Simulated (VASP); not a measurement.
A run of VASP 6.6.1 is set up as follows.

File INCAR:

```
SYSTEM = SrW2
ALGO = Normal ; EDIFF = 1E-6
EDIFFG = -0.04 ; ENCUT = 600
GGA = PE ; IBRION = 2
ISIF = 3 ; ISMEAR = 0
LASPH = .TRUE. ; LCHARG = .FALSE.
LREAL = .FALSE. ; LWAVE = .FALSE.
NELM = 60 ; NSW = 90
PREC = Accurate ; SIGMA = 0.1
```

KPOINTS

```
k-points
0
G
  6 6 6
  0 0 0
```

POSCAR

```
SrW2
1.0
    5.0136396600      0.0000000000      0.0000000000
   -2.5068198300      4.3419393100      0.0000000000
    0.0000000000      0.0000000000      3.1676792100
Sr W
1 2
Direct
    0.0000000000      0.0000000000      0.0000000000
    0.6666666700      0.3333333300      0.9558399900
    0.3333333300      0.6666666700      0.0441600100
```

Potentials or basis: VASP PAW PBE potentials, release 64 (Sr_sv, W_sv).

The run is started by

```console
$ cat potpaw_PBE.64/Sr_sv/POTCAR potpaw_PBE.64/W_sv/POTCAR > POTCAR
$ mpirun -np 1 vasp_std > vasp.out
```

Q: Predict the space group after relaxing (to 0.1 Å).

A: P-3m1 (No. 164).

Q: Estimate the band gap on the k mesh.

A: Zero (bands 19 and 20 overlap by 1.62 eV).

Step by step:
```
step  energy change (eV)  largest force (eV/Å)  pressure (GPa)  volume (Å³)
   1              0.0000                0.9216           -5.52        68.96
   2             -0.9887                0.6598            3.60        60.69
   3             -0.9921                0.6692            2.72        61.02
   4             -1.0386                0.6900           -2.19        63.68
   5             -1.0386                0.6884           -2.11        63.61
   6             -1.0944                0.8054           -2.41        63.63
   7             -1.2570                0.5656           -3.37        63.67
   8             -1.3840                0.3354           -4.97        63.76
   9             -1.7960                0.1626           -5.34        63.93
  10             -1.6458                0.7928           -6.05        63.85
  11             -1.8020                0.2136           -5.82        63.91
  12             -1.8687                0.0836           -4.15        62.90
  13             -1.8972                0.4251           -2.12        61.87
  14             -1.9354                0.3730           -1.95        61.59
  15             -2.0254                0.1681           -1.22        60.73
  16             -2.0621                0.3898            1.38        58.92
  17             -2.0741                0.1524            0.29        59.58
  18             -2.0742                0.1772            0.39        59.50
  19             -2.0770                0.1585            0.00        59.69
  20             -2.0804                0.1112           -0.95        60.20
  21             -2.0826                0.0718           -0.46        60.00
  22             -2.0836                0.0189            0.19        59.73
```

Caveat: spin-orbit coupling is left out, which moves the levels of the heavy elements.
